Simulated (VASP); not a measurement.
# Yb (Pm-3m) in VASP: notebook

Runs on Yb. Level: revPBE. Tasks: single point.

All numbers are computed with VASP 6.6.1; they aren't measurements. Logs are shortened: lines on timing, memory, paths and dates and some standing lists are left out, and cuts for length are marked.

### Step 1. The cell of the first run

The structure is cubic, space group Pm-3m (No. 221). The conventional cell has a = 3.436 Å, b = 3.436 Å, c = 3.436 Å, α = 90.00°, β = 90.00°, γ = 90.00°. Within 4.5 Å of Yb (site symmetry m-3m) lie 6 Yb at 3.44 Å.

### Step 2. Single point, revPBE (volume scaled by 0.96)

INCAR reads:

```
SYSTEM = Yb
ALGO     = Normal         ! electronic algorithm
EDIFF    = 1E-6           ! SCF threshold, eV
ENCUT    = 520            ! plane-wave cutoff, eV
GGA      = RE             ! functional
ISIF     = 2              ! what is computed and relaxed
ISMEAR   = -1             ! smearing method
LASPH    = .TRUE.         ! aspherical terms in the spheres
LCHARG   = .FALSE.        ! write CHGCAR
LREAL    = .FALSE.        ! projectors in reciprocal space
LWAVE    = .FALSE.        ! write WAVECAR
NBANDS   = 18             ! bands
NELM     = 60             ! most SCF steps
PREC     = Accurate       ! precision mode
SIGMA    = 0.1            ! smearing width, eV
```

KPOINTS reads:

```
k-points
0
G
  10 10 10
  0 0 0
```

POSCAR reads:

```
Yb
1.0
    3.4362017842      0.0000000000      0.0000000000
    0.0000000000      3.4362017842      0.0000000000
    0.0000000000      0.0000000000      3.4362017842
Yb
1
Direct
    0.0000000000      0.0000000000      0.0000000000
```

Potentials or basis: VASP PAW PBE potentials, release 64 (Yb).

Started as:

```bash
> cat potpaw_PBE.64/Yb/POTCAR > POTCAR
> mpirun -np 1 vasp_std > vasp.out
```

OUTCAR:

```text
SYSTEM = Yb
   EDIFF = 1E-6
   ENCUT = 520
   GGA = RE
   ISIF = 2
   ISMEAR = -1
   LASPH = .TRUE.
   LREAL = .FALSE.
   NELM = 60
   PREC = Accurate

 ion  position               nearest neighbor table
   1  0.000  0.000  0.000-

  LATTYP: Found a simple cubic cell.
 ALAT       =     3.4362017842

  Lattice vectors:

 A1 = (   3.4362017842,   0.0000000000,   0.0000000000)
 A2 = (   0.0000000000,   3.4362017842,   0.0000000000)
 A3 = (   0.0000000000,   0.0000000000,   3.4362017842)

Analysis of symmetry for initial positions (statically):
=====================================================================
 Subroutine PRICEL returns:
 Original cell was already a primitive cell.

 Routine SETGRP: Setting up the symmetry group for a
 simple cubic supercell.

 Subroutine GETGRP returns: Found 48 space group operations
 (whereof 48 operations were pure point group operations)
 out of a pool of 48 trial point group operations.

The static configuration has the point symmetry O_h .

Analysis of symmetry for dynamics (positions and initial velocities):
=====================================================================
 Subroutine PRICEL returns:
 Original cell was already a primitive cell.

 Routine SETGRP: Setting up the symmetry group for a
 simple cubic supercell.

 Subroutine GETGRP returns: Found 48 space group operations
 (whereof 48 operations were pure point group operations)
 out of a pool of 48 trial point group operations.

The dynamic configuration has the point symmetry O_h .

 Subroutine INISYM returns: Found 48 space group operations
 (whereof 48 operations are pure point group operations),
 and found     1 'primitive' translations

----------------------------------------------------------------------------------------

                                     Primitive cell

  volume of cell :      40.5729

  direct lattice vectors                    reciprocal lattice vectors
     3.436201784  0.000000000  0.000000000     0.291018998  0.000000000  0.000000000
     0.000000000  3.436201784  0.000000000     0.000000000  0.291018998  0.000000000
     0.000000000  0.000000000  3.436201784     0.000000000  0.000000000  0.291018998

  length of vectors
     3.436201784  3.436201784  3.436201784     0.291018998  0.291018998  0.291018998

  position of ions in fractional coordinates (direct lattice)
     0.000000000  0.000000000  0.000000000

  ion indices of the primitive-cell ions
   primitive index   ion index
                 1           1

----------------------------------------------------------------------------------------

 KPOINTS: k-points

Automatic generation of k-mesh.
 Grid dimensions read from file:
 generate k-points for:   10   10   10

 Generating k-lattice:

  Cartesian coordinates                     Fractional coordinates (reciprocal lattice)
     0.029101900  0.000000000  0.000000000     0.100000000  0.000000000  0.000000000
     0.000000000  0.029101900  0.000000000     0.000000000  0.100000000  0.000000000
     0.000000000  0.000000000  0.029101900     0.000000000  0.000000000  0.100000000

  Length of vectors
     0.029101900  0.029101900  0.029101900

  Shift w.r.t. Gamma in fractional coordinates (k-lattice)
     0.000000000  0.000000000  0.000000000

 Subroutine IBZKPT returns following result:
 ===========================================

 Found     56 irreducible k-points:

 Following reciprocal coordinates:
            Coordinates               Weight
  0.000000  0.000000  0.000000      1.000000
  0.100000  0.000000  0.000000      6.000000
  0.200000  0.000000  0.000000      6.000000
  0.300000  0.000000  0.000000      6.000000
  0.400000  0.000000  0.000000      6.000000
  0.500000  0.000000  0.000000      3.000000
[... 16 lines left out ...]
  0.200000  0.100000  0.100000     24.000000
  0.300000  0.100000  0.100000     24.000000
 [... further k-points ...]
   k-points           NKPTS =     56   k-points in BZ     NKDIM =     56   number of bands    NBANDS=     18
   number of dos      NEDOS =    301   number of ions     NIONS =      1
   total plane-waves  NPLWV =  21952
   dimension x,y,z NGX =    28 NGY =   28 NGZ =   28
   dimension x,y,z NGXF=    56 NGYF=   56 NGZF=   56
   ions per type =               1
   NGX,Y,Z   is equivalent  to a cutoff of  13.55, 13.55, 13.55 a.u.
   NGXF,Y,Z  is equivalent  to a cutoff of  27.09, 27.09, 27.09 a.u.
 SYSTEM =  Yb
   PREC   = accura    normal or accurate (medium, high low for compatibility)
   ISTART =      0    job   : 0-new  1-cont  2-samecut
   ICHARG =      2    charge: 1-file 2-atom 10-const
   ISPIN  =      1    spin polarized calculation?
   LNONCOLLINEAR =      F non collinear calculations
   LSORBIT =      F    spin-orbit coupling
   LASPH  =      T    aspherical Exc in radial PAW
   ENCUT  =  520.0 eV  38.22 Ry    6.18 a.u.   6.39  6.39  6.39*2*pi/ulx,y,z
   NELM   =     60;   NELMIN=  2; NELMDL= -5     # of ELM steps
   EDIFF  = 0.1E-05   stopping-criterion for ELM
   LREAL  =      F    real-space projection
   EDIFFG = 0.1E-04   stopping-criterion for IOM
   NSW    =      0    number of steps for IOM
   IBRION =     -1    ionic relax: 0-MD 1-quasi-New 2-CG
   NFREE  =      0    steps in history (QN), initial steepest desc. (CG)
   ISIF   =      2    stress and relaxation
   ISYM   =      2    0-nonsym 1-usesym 2-fastsym
   POTIM  = 0.5000    time-step for ionic-motion
   TEBEG  =    0.0;   TEEND  =   0.0 temperature during run
   PSTRESS=    0.0 pullay stress
   NELECT =      24.0000    total number of electrons
   NUPDOWN=      -1.0000    fix difference up-down
   EMIN   =  10.00;   EMAX   =-10.00  energy-range for DOS
   EFERMI =   0.00;   METHOD = LEGACY
   ISMEAR =    -1;   SIGMA  =   0.10  broadening in eV -4-tet -1-fermi 0-gaus
   EFERMI_NEDOS =   21; number of points for ismear=-14 and -15
   IALGO  =     38    algorithm
   IMIX   =      4    mixing-type and parameters
     AMIX     =   0.40;   BMIX     =  1.00
     AMIX_MAG =   1.60;   BMIX_MAG =  1.00
  volume/ion in A,a.u.               =      40.57       273.80
  Fermi-wavevector in a.u.,A,eV,Ry     =   1.374253  2.596961 25.695560  1.888570
  Thomas-Fermi vector in A             =   2.499696
   LORBIT       =      0    0 simple, 1 ext, 2 COOP (PROOUT), +10 PAW based schemes
   GGA     = RE    functional components
   LHFCALC =     F    Hartree Fock is set to
   AEXX    =    0.0000 exact exchange contribution
   IVDW    =     0    specifies the selected vdW correction
   LEPSILON=     F    determine dielectric tensor
   LRPA    =     F    only Hartree local field effects (RPA)
 non-spin polarized calculation
  energy-cutoff  :      520.00
  volume of cell :       40.57
 maximum number of plane-waves:      1108
 NGX is ok and might be reduce to    28
   NGX = 13   NGY = 13   NGZ = 13

 number of electron      23.9999986 magnetization

 Free energy of the ion-electron system (eV)
  ---------------------------------------------------
  ext. energy  EPLUGINS =         0.00000000
  ---------------------------------------------------
  free energy    TOTEN  =        -2.86553113 eV

  energy without entropy =       -2.78139257  energy(sigma->0) =       -2.82346185

 E-fermi :   1.1286     XC(G=0):  -8.7961

 val. band max:        1.0782665416   @ k =   0.5000   0.3000   0.3000
 cond. band min:       1.1366157934   @ k =   0.5000   0.5000   0.3000
 fundamental gap:      0.0583492518
 Fermi energy:         1.1285848970

 k-point     1 :       0.0000    0.0000    0.0000
  band No.  band energies     occupation
      1     -50.8847      2.00000
      2     -23.0773      2.00000
      3     -23.0773      2.00000
      4     -23.0773      2.00000
      5      -3.5525      2.00000
      6       0.6055      1.98936
[... 10 lines left out ...]
     17       7.4901      0.00000
     18      10.5384      0.00000

 k-point     2 :       0.1000    0.0000    0.0000
  band No.  band energies     occupation
      1     -50.8833      2.00000
      2     -23.1133      2.00000
      3     -23.0743      2.00000
      4     -23.0743      2.00000
      5      -3.3806      2.00000
      6       0.5981      1.99011
[... 10 lines left out ...]
     17       7.5149      0.00000
     18       9.6499      0.00000

 k-point     3 :       0.2000    0.0000    0.0000
  band No.  band energies     occupation
      1     -50.8795      2.00000
      2     -23.2062      2.00000
      3     -23.0665      2.00000
      4     -23.0665      2.00000
      5      -2.8925      2.00000
      6       0.5813      1.99164
[... 10 lines left out ...]
     17       7.5807      0.00000
     18       8.5001      0.00000

 k-point     4 :       0.3000    0.0000    0.0000
  band No.  band energies     occupation
      1     -50.8747      2.00000
      2     -23.3186      2.00000
      3     -23.0567      2.00000
      4     -23.0567      2.00000
      5      -2.1643      2.00000
      6       0.5538      1.99364
[... 10 lines left out ...]
     17       7.6642      0.00000
     18       8.0964      0.00000

 k-point     5 :       0.4000    0.0000    0.0000
  band No.  band energies     occupation
      1     -50.8709      2.00000
      2     -23.4077      2.00000
      3     -23.0488      2.00000
      4     -23.0488      2.00000
      5      -1.3300      2.00000
      6       0.5232      1.99531
[... 10 lines left out ...]
     17       7.7334      0.00000
     18       8.5754      0.00000

 k-point     6 :       0.5000    0.0000    0.0000
  band No.  band energies     occupation
      1     -50.8695      2.00000
      2     -23.4413      2.00000
      3     -23.0458      2.00000
      4     -23.0458      2.00000
      5      -0.8174      2.00000
      6       0.4713      1.99721
[... 307 lines left out ...]
 k-point    21 :       0.5000    0.5000    0.0000
  band No.  band energies     occupation
      1     -50.8545      2.00000
      2     -23.3951      2.00000
      3     -23.3951      2.00000
      4     -23.0156      2.00000
      5       0.3520      1.99915
      6       0.5463      1.99410
[... 10 lines left out ...]
     17       5.5595      0.00000
     18       9.0041      0.00000

 k-point    22 :       0.1000    0.1000    0.1000
  band No.  band energies     occupation
      1     -50.8804      2.00000
      2     -23.1104      2.00000
      3     -23.1054      2.00000
      4     -23.1054      2.00000
      5      -3.0385      2.00000
      6       0.6010      1.98982
[... 10 lines left out ...]
     17       6.8122      0.00000
     18      10.2854      0.00000

 k-point    23 :       0.2000    0.1000    0.1000
  band No.  band energies     occupation
      1     -50.8766      2.00000
      2     -23.1994      2.00000
      3     -23.1003      2.00000
      4     -23.0972      2.00000
      5      -2.5549      2.00000
      6       0.5856      1.99127
[... 10 lines left out ...]
     17       6.8578      0.00000
     18       9.4427      0.00000

 k-point    24 :       0.3000    0.1000    0.1000
  band No.  band energies     occupation
      1     -50.8719      2.00000
      2     -23.3108      2.00000
      3     -23.0901      2.00000
      4     -23.0871      2.00000
      5      -1.8329      2.00000
      6       0.5573      1.99342
[... 10 lines left out ...]
     17       6.9742      0.00000
     18       8.7630      0.00000

 [... further k-points ...]

------------------------ aborting loop because EDIFF is reached ----------------------------------------

  FORCE on cell =-STRESS in cart. coord.  units (eV):
  Direction    XX          YY          ZZ          XY          YZ          ZX
  --------------------------------------------------------------------------------------
  -------------------------------------------------------------------------------------
  Total        0.1539976      0.1539976      0.1539976     -0.0000000      0.0000000      0.0000000
  in kB        6.0811899      6.0811899      6.0811899     -0.0000000      0.0000000      0.0000000
  external PRESSURE =       6.0811899 kB  Pullay stress =       0.0000000 kB

 VOLUME and BASIS-vectors are now :
 -----------------------------------------------------------------------------
  energy-cutoff  :      520.00
  volume of cell :       40.57
      direct lattice vectors                 reciprocal lattice vectors
     3.436201784  0.000000000  0.000000000     0.291018998  0.000000000  0.000000000
     0.000000000  3.436201784  0.000000000     0.000000000  0.291018998  0.000000000
     0.000000000  0.000000000  3.436201784     0.000000000  0.000000000  0.291018998

 POSITION                                       TOTAL-FORCE (eV/Angst)
 -----------------------------------------------------------------------------------
      0.00000      0.00000      0.00000         0.000000      0.000000      0.000000
 -----------------------------------------------------------------------------------
    total drift:                               -0.000000     -0.000000     -0.000000

  FREE ENERGIE OF THE ION-ELECTRON SYSTEM (eV)
  ---------------------------------------------------
  free  energy   TOTEN  =        -2.8655311333 eV

  energy  without entropy=       -2.7813925745  energy(sigma->0) =       -2.82346185
```

Run time: 1.7 min. Hardware: 1 thread of Intel Xeon Platinum 8259CL at 2.50GHz (Skylake/Cascade Lake), shared host; peak memory 0.19 GiB.

What came out:

| Property | Result |
| --- | --- |
| Free energy | -2.8655 eV |
| Pressure | 0.6 GPa |
| Band gap on the k mesh | zero (band 12 reaches 1.65 eV, above the bottom of band 13 at 0.83 eV) |

Caveat: the cell differs from its parent crystal (volume scaled by 0.96); the PAW data sets were made with another functional, which shifts forces and pressure a little; spin-orbit coupling is left out, which moves the levels of the heavy elements. Spin polarisation is off, so any magnetic state and its effect on volume and gap are missing.

### Step 3. Single point, revPBE

This run uses another cell than the first one, of 42.26 Å³/atom, 1.042 times its volume.

INCAR reads:

```
ALGO = Normal
EDIFF = 1E-6
ENCUT = 520
GGA = RE
ISIF = 2
ISMEAR = -1
LASPH = True
LCHARG = False
LREAL = False
LWAVE = False
NBANDS = 18
NELM = 80
PREC = Accurate
SIGMA = 0.1
```

KPOINTS reads:

```
k-points
0
Gamma
  10 10 10
```

POSCAR reads:

```
Yb
1.0
    3.4832788915      0.0000000000      0.0000000000
    0.0000000000      3.4832788915      0.0000000000
    0.0000000000      0.0000000000      3.4832788915
Yb
1
Direct
    0.0000000000      0.0000000000      0.0000000000
```

Potentials or basis: VASP PAW PBE potentials, release 64 (Yb).

Started as:

```bash
> cat potpaw_PBE.64/Yb/POTCAR > POTCAR
> mpirun -np 1 vasp_std > vasp.out
```

Run time: 90 s. Hardware: 1 thread of Intel Xeon Platinum 8259CL at 2.50GHz (Skylake/Cascade Lake), shared host; peak memory 0.19 GiB.

Results (log left out):

- Free energy: -2.8662 eV
- Pressure: -1.2 GPa
- Band gap on the k mesh: zero (band 12 reaches 1.58 eV, above the bottom of band 13 at 0.70 eV)

Levels at points of the mesh, in eV from the Fermi level:
| k point | band 8 | band 9 | band 10 | band 11 | band 12 | band 13 | band 14 | band 15 | band 16 | band 17 |
| --- | --- | --- | --- | --- | --- | --- | --- | --- | --- | --- |
| (0.00, 0.00, 0.00) | -0.52 | -0.50 | -0.50 | -0.50 | -0.45 | 0.77 | 0.77 | 6.17 | 6.17 | 6.17 |
| (0.50, 0.00, 0.00) | -0.51 | -0.51 | -0.47 | -0.44 | -0.44 | -0.22 | 1.48 | 3.77 | 3.77 | 6.43 |
| (0.50, 0.50, 0.00) | -0.51 | -0.51 | -0.49 | -0.44 | -0.43 | 0.54 | 2.82 | 2.82 | 4.33 | 4.33 |
| (0.50, 0.50, 0.50) | -0.54 | -0.45 | -0.45 | -0.45 | 0.57 | 0.57 | 0.57 | 5.60 | 6.34 | 6.34 |

Caveat: the PAW data sets were made with another functional, which shifts forces and pressure a little; spin-orbit coupling is left out, which moves the levels of the heavy elements. Spin polarisation is off, so any magnetic state and its effect on volume and gap are missing.
